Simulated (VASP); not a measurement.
HfO2: relaxation of cell and atoms with PBE

HfO2:

```xyz
3
Lattice="0.0000 2.5575 2.5575 2.5575 0.0000 2.5575 2.5575 2.5575 0.0000" Properties=species:S:1:pos:R:3 pbc="T T T"
Hf    0.0000    0.0000    0.0000
O     1.2788    1.2788    1.2788
O     3.8363    3.8363    3.8363
```

| Property | Result |
| --- | --- |
| Program | VASP 6.6.1 |
| Task | relaxation of cell and atoms |
| Functional | PBE |
| Potentials or basis | VASP PAW PBE potentials, release 64 (Hf_pv, O) |
| Cutoff | 600 eV |
| k mesh | 12 × 12 × 12 |
| Occupations | gaussian, width 0.02 eV |
| Spin | no spin polarisation |
| Dipole correction | no |
| Further INCAR settings | ALGO = Normal; EDIFF = 1e-07; IBRION = 2; EDIFFG = -0.002; NSW = 100; ISIF = 3 |

```yaml
Relaxed_volume: 10.86 Å³/atom
Relaxed_cell: a = 3.585 Å, b = 3.585 Å, c = 3.585 Å, α = 60.00°, β = 60.00°, γ = 60.00°
Space_group_after_relaxing_to_0.1_Å: Fm-3m (No. 225)
Energy_gained_by_relaxing: 5.7 meV/atom
Ionic_steps: 6
Pressure_after_relaxing: 0.0 GPa
Band_gap_on_the_k_mesh: 3.80 eV
```

The path:
| step | energy change (eV) | largest force (eV/Å) | pressure (GPa) | volume (Å³) |
| --- | --- | --- | --- | --- |
| 1 | 0.0000 | 0.0000 | -6.23 | 33.46 |
| 2 | 0.0194 | 0.0000 | 10.19 | 31.40 |
| 3 | -0.0172 | 0.0000 | -0.05 | 32.60 |
| 4 | -0.0172 | 0.0000 | 0.08 | 32.58 |
| 5 | -0.0172 | 0.0000 | -0.09 | 32.60 |
| 6 | -0.0172 | 0.0000 | 0.01 | 32.59 |

Final structure:
```xyz
3
Lattice="0.0000 2.5352 2.5352 2.5352 0.0000 2.5352 2.5352 2.5352 0.0000" Properties=species:S:1:pos:R:3 pbc="T T T"
Hf    2.5352    0.0000    2.5352
O     1.2676    1.2676    1.2676
O     3.8029    3.8029    3.8029
```

Levels at points of the mesh, in eV from the valence-band top:
```
           k point  band 9  band 10  band 11  band 12  band 13  band 14
(0.00, 0.00, 0.00)   -0.61    -0.61    -0.61     3.88     3.88     5.84
(0.50, 0.00, 0.00)   -2.73    -1.83    -1.83     4.61     4.61     6.98
(0.50, 0.50, 0.00)   -1.53    -1.53     0.00     3.80     5.50     6.63
```

It took 3.4 min on 1 thread of AMD EPYC 7R43 64-Core Processor (Zen 3), on a shared host, peak memory 0.18 GiB.

Caveat: spin-orbit coupling is left out, which moves the levels of the heavy elements. A k mesh can miss the band edges.
